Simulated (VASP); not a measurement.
# AlGaN2 (P-4m2) in VASP: a series of runs, part 2 of 2

VASP 6.6.1. Earlier steps stand in the parts before.

### 3 Single point, r2SCAN (strain +0.025 along x and y, +0.025 along z)

The input, POSCAR:

```
AlGaN2
1.0
    3.2169895805      0.0000000000      0.0000000000
    0.0000000000      3.2169895805      0.0000000000
    0.0000000000      0.0000000000      4.5329156458
Al Ga N
1 1 2
Direct
    0.5000000000      0.5000000000      0.5000000000
    0.0000000000      0.0000000000      0.0000000000
    0.5000000000      0.0000000000      0.7390831705
    0.0000000000      0.5000000000      0.2609168295
```

The input, INCAR.step1:

```
PREC = Accurate
ENCUT = 520
ISMEAR = 0
SIGMA = 0.05
LREAL = False
LASPH = True
NELM = 60
NBANDS = 21
GGA = PE
ALGO = Normal
EDIFF = 1E-4
LWAVE = True
LCHARG = False
```

The input, INCAR.step2:

```
PREC = Accurate
ENCUT = 520
EDIFF = 1E-7
ISMEAR = 0
SIGMA = 0.05
LREAL = False
LASPH = True
NELM = 60
ALGO = Normal
ISIF = 2
LWAVE = False
LCHARG = True
METAGGA = R2SCAN
LMIXTAU = True
LELF = True
LVHAR = True
NBANDS = 21
ISTART = 1
```

The input, KPOINTS:

```
regular mesh
0
Gamma
  8 8 6
```

Potentials or basis: VASP PAW PBE potentials, release 64 (Al, Ga_d, N).

The run is started by

```
$ cat potpaw_PBE.64/Al/POTCAR potpaw_PBE.64/Ga_d/POTCAR potpaw_PBE.64/N/POTCAR > POTCAR
$ cp INCAR.step1 INCAR
$ mpirun -np 1 vasp_std > vasp.out
$ cp INCAR.step2 INCAR
$ mpirun -np 1 vasp_std > vasp.out
```

OUTCAR:

```text
PREC = Accurate
   ENCUT = 520
   EDIFF = 1E-7
   ISMEAR = 0
   LREAL = False
   LASPH = True
   NELM = 60
   ISIF = 2
   METAGGA = R2SCAN
   ISTART = 1

 ion  position               nearest neighbor table
   1  0.500  0.500  0.500-   3 1.94   4 1.94   3 1.94   4 1.94
   2  0.000  0.000  0.000-   3 2.00   4 2.00   4 2.00   3 2.00
   3  0.500  0.000  0.739-   1 1.94   1 1.94   2 2.00   2 2.00
   4  0.000  0.500  0.261-   1 1.94   1 1.94   2 2.00   2 2.00

  LATTYP: Found a simple tetragonal cell.
 ALAT       =     3.2169895805
 C/A-ratio  =     1.4090551220

  Lattice vectors:

 A1 = (   3.2169895805,   0.0000000000,   0.0000000000)
 A2 = (   0.0000000000,   3.2169895805,   0.0000000000)
 A3 = (   0.0000000000,   0.0000000000,   4.5329156458)

Analysis of symmetry for initial positions (statically):
=====================================================================
 Subroutine PRICEL returns:
 Original cell was already a primitive cell.

 Routine SETGRP: Setting up the symmetry group for a
 simple tetragonal supercell.

 Subroutine GETGRP returns: Found  8 space group operations
 (whereof  8 operations were pure point group operations)
 out of a pool of 16 trial point group operations.

The static configuration has the point symmetry D_2d.

Analysis of symmetry for dynamics (positions and initial velocities):
=====================================================================
 Subroutine PRICEL returns:
 Original cell was already a primitive cell.

 Routine SETGRP: Setting up the symmetry group for a
 simple tetragonal supercell.

 Subroutine GETGRP returns: Found  8 space group operations
 (whereof  8 operations were pure point group operations)
 out of a pool of 16 trial point group operations.

The dynamic configuration has the point symmetry D_2d.

 Subroutine INISYM returns: Found  8 space group operations
 (whereof  8 operations are pure point group operations),
 and found     1 'primitive' translations

----------------------------------------------------------------------------------------

                                     Primitive cell

  volume of cell :      46.9112

  direct lattice vectors                    reciprocal lattice vectors
     3.216989580  0.000000000  0.000000000     0.310849624  0.000000000  0.000000000
     0.000000000  3.216989580  0.000000000     0.000000000  0.310849624  0.000000000
     0.000000000  0.000000000  4.532915646     0.000000000  0.000000000  0.220608561

  length of vectors
     3.216989580  3.216989580  4.532915646     0.310849624  0.310849624  0.220608561

  position of ions in fractional coordinates (direct lattice)
     0.500000000  0.500000000  0.500000000
     0.000000000  0.000000000  0.000000000
     0.500000000  0.000000000  0.739083171
     0.000000000  0.500000000  0.260916829

  ion indices of the primitive-cell ions
   primitive index   ion index
                 1           1
                 2           2
                 3           3
                 4           4

----------------------------------------------------------------------------------------

 KPOINTS: regular mesh

Automatic generation of k-mesh.
 Grid dimensions read from file:
 generate k-points for:    8    8    6

 Generating k-lattice:

  Cartesian coordinates                     Fractional coordinates (reciprocal lattice)
     0.038856203  0.000000000  0.000000000     0.125000000  0.000000000  0.000000000
     0.000000000  0.038856203  0.000000000     0.000000000  0.125000000  0.000000000
     0.000000000  0.000000000  0.036768094     0.000000000  0.000000000  0.166666667

  Length of vectors
     0.038856203  0.038856203  0.036768094

  Shift w.r.t. Gamma in fractional coordinates (k-lattice)
     0.000000000  0.000000000  0.000000000

 Subroutine IBZKPT returns following result:
 ===========================================

 Found     60 irreducible k-points:

 Following reciprocal coordinates:
            Coordinates               Weight
  0.000000  0.000000  0.000000      1.000000
  0.125000  0.000000  0.000000      4.000000
  0.250000  0.000000  0.000000      4.000000
  0.375000  0.000000  0.000000      4.000000
  0.500000  0.000000  0.000000      2.000000
  0.125000  0.125000  0.000000      4.000000
[... 16 lines left out ...]
  0.375000  0.125000  0.166667     16.000000
  0.500000  0.125000  0.166667      8.000000
 [... further k-points ...]
   k-points           NKPTS =     60   k-points in BZ     NKDIM =     60   number of bands    NBANDS=     21
   number of dos      NEDOS =    301   number of ions     NIONS =      4
   total plane-waves  NPLWV =  20736
   dimension x,y,z NGX =    24 NGY =   24 NGZ =   36
   dimension x,y,z NGXF=    48 NGYF=   48 NGZF=   72
   ions per type =               1   1   2
   NGX,Y,Z   is equivalent  to a cutoff of  12.40, 12.40, 13.20 a.u.
   NGXF,Y,Z  is equivalent  to a cutoff of  24.81, 24.81, 26.41 a.u.
 SYSTEM =  unknown system
   PREC   = accura    normal or accurate (medium, high low for compatibility)
   ISTART =      1    job   : 0-new  1-cont  2-samecut
   ICHARG =      0    charge: 1-file 2-atom 10-const
   ISPIN  =      1    spin polarized calculation?
   LNONCOLLINEAR =      F non collinear calculations
   LSORBIT =      F    spin-orbit coupling
   LASPH  =      T    aspherical Exc in radial PAW
   ENCUT  =  520.0 eV  38.22 Ry    6.18 a.u.   5.98  5.98  8.43*2*pi/ulx,y,z
   NELM   =     60;   NELMIN=  2; NELMDL=  0     # of ELM steps
   EDIFF  = 0.1E-06   stopping-criterion for ELM
   LREAL  =      F    real-space projection
   EDIFFG = 0.1E-05   stopping-criterion for IOM
   NSW    =      0    number of steps for IOM
   IBRION =     -1    ionic relax: 0-MD 1-quasi-New 2-CG
   NFREE  =      0    steps in history (QN), initial steepest desc. (CG)
   ISIF   =      2    stress and relaxation
   ISYM   =      2    0-nonsym 1-usesym 2-fastsym
   POTIM  = 0.5000    time-step for ionic-motion
   TEBEG  =    0.0;   TEEND  =   0.0 temperature during run
   PSTRESS=    0.0 pullay stress
   NELECT =      26.0000    total number of electrons
   NUPDOWN=      -1.0000    fix difference up-down
   EMIN   =  10.00;   EMAX   =-10.00  energy-range for DOS
   EFERMI =   0.00;   METHOD = LEGACY
   ISMEAR =     0;   SIGMA  =   0.05  broadening in eV -4-tet -1-fermi 0-gaus
   EFERMI_NEDOS =   21; number of points for ismear=-14 and -15
   IALGO  =     38    algorithm
   IMIX   =      4    mixing-type and parameters
     AMIX     =   0.40;   BMIX     =  1.00
     AMIX_MAG =   1.60;   BMIX_MAG =  1.00
  volume/ion in A,a.u.               =      11.73        79.14
  Fermi-wavevector in a.u.,A,eV,Ry     =   1.344746  2.541202 24.603988  1.808342
  Thomas-Fermi vector in A             =   2.472715
   LORBIT       =      0    0 simple, 1 ext, 2 COOP (PROOUT), +10 PAW based schemes
   METAGGA = R2SCAN    functional components
   LHFCALC =     F    Hartree Fock is set to
   AEXX    =    0.0000 exact exchange contribution
   IVDW    =     0    specifies the selected vdW correction
   LEPSILON=     F    determine dielectric tensor
   LRPA    =     F    only Hartree local field effects (RPA)
 non-spin polarized calculation
 Gauss-broadening in eV      SIGMA  =   0.05
  energy-cutoff  :      520.00
  volume of cell :       46.91
 maximum number of plane-waves:      1282
 NGX is ok and might be reduce to    24
   NGX = 11   NGY = 11   NGZ = 17

 number of electron      26.0000012 magnetization

 Free energy of the ion-electron system (eV)
  ---------------------------------------------------
  ext. energy  EPLUGINS =         0.00000000
  ---------------------------------------------------
  free energy    TOTEN  =       -40.93818549 eV

  energy without entropy =      -40.93818549  energy(sigma->0) =      -40.93818549

 E-fermi :   4.9502     XC(G=0): -11.6939

 val. band max:        4.6739862079   @ k =   0.0000   0.0000   0.0000
 cond. band min:       7.4900724667   @ k =   0.0000   0.0000   0.0000
 fundamental gap:      2.8160862588
 Fermi energy:         4.9501586104

 k-point     1 :       0.0000    0.0000    0.0000
  band No.  band energies     occupation
      1     -11.1046      2.00000
      2      -9.8094      2.00000
      3      -8.6916      2.00000
      4      -8.6916      2.00000
      5      -8.6277      2.00000
      6      -8.5112      2.00000
[... 550 lines left out ...]
      5      -8.5835      2.00000
      6      -8.0226      2.00000
[... 13 lines left out ...]
     20      17.1436      0.00000
     21      17.1754      0.00000

 [... further k-points ...]

------------------------ aborting loop because EDIFF is reached ----------------------------------------

  FORCE on cell =-STRESS in cart. coord.  units (eV):
  Direction    XX          YY          ZZ          XY          YZ          ZX
  --------------------------------------------------------------------------------------
  -------------------------------------------------------------------------------------
  Total       -3.7460262     -3.7460262     -3.6915910      0.0000000      0.0000000     -0.0000000
  in kB     -127.9394396   -127.9394396   -126.0802934      0.0000000      0.0000000     -0.0000000
  external PRESSURE =    -127.3197242 kB  Pullay stress =       0.0000000 kB

 VOLUME and BASIS-vectors are now :
 -----------------------------------------------------------------------------
  energy-cutoff  :      520.00
  volume of cell :       46.91
      direct lattice vectors                 reciprocal lattice vectors
     3.216989580  0.000000000  0.000000000     0.310849624  0.000000000  0.000000000
     0.000000000  3.216989580  0.000000000     0.000000000  0.310849624  0.000000000
     0.000000000  0.000000000  4.532915646     0.000000000  0.000000000  0.220608561

 POSITION                                       TOTAL-FORCE (eV/Angst)
 -----------------------------------------------------------------------------------
      1.60849      1.60849      2.26646         0.000000     -0.000000      0.000000
      0.00000      0.00000      0.00000         0.000000     -0.000000      0.000000
      1.60849      0.00000      3.35020         0.000000      0.000000     -0.076788
      0.00000      1.60849      1.18271         0.000000      0.000000      0.076788
 -----------------------------------------------------------------------------------
    total drift:                                0.000000      0.000000      0.000000

  FREE ENERGIE OF THE ION-ELECTRON SYSTEM (eV)
  ---------------------------------------------------
  free  energy   TOTEN  =       -40.9381854944 eV

  energy  without entropy=      -40.9381854944  energy(sigma->0) =      -40.93818549
```

It took 67 s on 1 thread of Intel Xeon 6975P-C (Granite Rapids), shared host; peak memory 0.19 GiB.

What came out:

```yaml
Free_energy: -40.9382 eV
Pressure: -12.7 GPa
Largest_force: 0.077 eV/Å
Band_gap_on_the_k_mesh: 2.82 eV
```

Forces on the atoms (eV/Å):
```
Al   0.000  0.000  0.000
Ga   0.000  0.000  0.000
N    0.000  0.000 -0.077
N    0.000  0.000  0.077
```

Stress tensor (GPa, compression positive):
```
-12.79   0.00   0.00
  0.00 -12.79   0.00
  0.00   0.00 -12.61
```

Caveat: the cell differs from its parent crystal (strain +0.025 along x and y, +0.025 along z); the cell stands under tension; the PAW data sets were made with another functional, which shifts forces and pressure a little.

### 4 Single point, r2SCAN (strain +0.050 along x and y, +0.000 along z)

The input, POSCAR:

```
AlGaN2
1.0
    3.2954527410      0.0000000000      0.0000000000
    0.0000000000      3.2954527410      0.0000000000
    0.0000000000      0.0000000000      4.4223567276
Al Ga N
1 1 2
Direct
    0.5000000000      0.5000000000      0.5000000000
    0.0000000000      0.0000000000      0.0000000000
    0.5000000000      0.0000000000      0.7390831705
    0.0000000000      0.5000000000      0.2609168295
```

The input, INCAR.step1:

```
SYSTEM = AlGaN2
PREC = Accurate ; ENCUT = 520
ISMEAR = 0 ; SIGMA = 0.05
LREAL = .FALSE. ; LASPH = .TRUE.
NELM = 100 ; NBANDS = 21
GGA = PE ; ALGO = Normal
EDIFF = 1E-4 ; LWAVE = .TRUE.
LCHARG = .FALSE.
```

The input, INCAR.step2:

```
SYSTEM = AlGaN2
PREC = Accurate ; ENCUT = 520
EDIFF = 1E-6 ; ISMEAR = 0
SIGMA = 0.05 ; LREAL = .FALSE.
LASPH = .TRUE. ; NELM = 100
ALGO = Normal ; ISIF = 2
LWAVE = .FALSE. ; LCHARG = .FALSE.
METAGGA = R2SCAN ; LMIXTAU = .TRUE.
NBANDS = 21 ; ISTART = 1
```

The input, KPOINTS:

```
regular mesh
0
G
  8 8 6
  0 0 0
```

The run is started by

```
$ cat potpaw_PBE.64/Al/POTCAR potpaw_PBE.64/Ga_d/POTCAR potpaw_PBE.64/N/POTCAR > POTCAR
$ cp INCAR.step1 INCAR
$ mpirun -np 1 vasp_std > vasp.out
$ cp INCAR.step2 INCAR
$ mpirun -np 1 vasp_std > vasp.out
```

Run time: 1.7 min. Hardware: 1 thread of Intel Xeon 6975P-C (Granite Rapids), shared host; peak memory 0.22 GiB.

It converged, with:

- Free energy: -40.8053 eV
- Pressure: -16.2 GPa
- Largest force: 0.138 eV/Å
- Band gap on the k mesh: 2.67 eV

Forces in eV/Å, atoms in the order of the input:
```
Al   0.000  0.000  0.000
Ga   0.000  0.000  0.000
N    0.000  0.000 -0.138
N    0.000  0.000  0.138
```

Stress tensor (GPa, compression positive):
```
-18.38   0.00   0.00
  0.00 -18.38   0.00
  0.00   0.00 -11.89
```

Levels at points of the mesh, in eV from the valence-band top:
| k point | band 11 | band 12 | band 13 | band 14 | band 15 | band 16 |
| --- | --- | --- | --- | --- | --- | --- |
| (0.00, 0.00, 0.00) | -0.02 | -0.02 | 0.00 | 2.67 | 3.88 | 7.29 |
| (0.50, 0.00, 0.00) | -2.42 | -1.09 | -0.76 | 6.82 | 7.42 | 8.08 |
| (0.50, 0.50, 0.00) | -1.93 | -1.93 | -1.89 | 3.91 | 3.91 | 6.73 |
| (0.00, 0.00, 0.50) | -1.56 | -1.03 | -1.03 | 5.49 | 5.62 | 7.80 |
| (0.50, 0.00, 0.50) | -0.64 | -0.64 | -0.33 | 5.04 | 6.52 | 9.47 |
| (0.50, 0.50, 0.50) | -3.02 | -2.87 | -2.87 | 6.87 | 6.87 | 8.67 |

Caveat: the cell differs from its parent crystal (strain +0.050 along x and y, +0.000 along z); the stress differs along the axes, from -18 to -12 GPa; the PAW data sets were made with another functional, which shifts forces and pressure a little.

### 5 Summary

```tsv
cell	gap on the mesh (eV)	pressure (GPa)	largest force (eV/Å)
a = 3.295, b = 3.295, c = 4.312 Å, 4 atoms	2.79	-12.8	0.18
a = 3.217, b = 3.217, c = 4.533 Å, 4 atoms	2.82	-12.7	0.08
a = 3.295, b = 3.295, c = 4.422 Å, 4 atoms	2.67	-16.2	0.14
```

Alike in all rows: task single point; level r2SCAN; potentials or basis VASP PAW PBE potentials, release 64 (Al, Ga_d, N); no spin polarisation; k mesh 8 × 8 × 6; cutoff (eV) 520; smearing gaussian 0.05 eV.

Caveats: the PAW data sets were made with another functional, which shifts forces and pressure a little; the stress differs along the axes, from -16 to -7 GPa (at least some runs); the cell stands under tension (at least some runs); the stress differs along the axes, from -18 to -12 GPa (at least some runs).

Absolute energies hang on the potentials; compare differences alone.
